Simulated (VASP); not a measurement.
A run of VASP 6.6.1:

The input INCAR:

```
SYSTEM = Ir
  ALGO = Normal
  EDIFF = 1E-8
  ENCUT = 500
  GGA = PS
  GGA_COMPAT = .False.
  IBRION = 8
  ISIF = 2
  ISMEAR = -1
  LASPH = .True.
  LCHARG = .True.
  LREAL = .False.
  LWAVE = .False.
  NELM = 120
  NSW = 1
  PREC = Accurate
  SIGMA = 0.15
```

File KPOINTS:

```
k-points
0
Gamma
  18 18 10
  0 0 0
```

POSCAR

```
Ir
1.0
    2.6878620592      0.0000000000      0.0000000000
   -1.3439310296      2.3277568251      0.0000000000
    0.0000000000      0.0000000000      4.3596411672
Ir
2
Direct
    0.6666666667      0.3333333333      0.7500000000
    0.3333333333      0.6666666667      0.2500000000
```

Potentials or basis: VASP PAW PBE potentials, release 64 (Ir).

The run is started by

```sh
$ cat potpaw_PBE.64/Ir/POTCAR > POTCAR
$ mpirun -np 1 vasp_std > vasp.out
```

Hardware: 1 thread of Intel(R) Xeon(R) Platinum 8559C (Emerald Rapids), on a shared host.

Task: Estimate the wall time of this run.

Result: Run time: 7.3 min on 1 thread of Intel(R) Xeon(R) Platinum 8559C (Emerald Rapids), on a shared host, peak memory 0.7 GiB. Counts: scf iterations 45, k points 222.
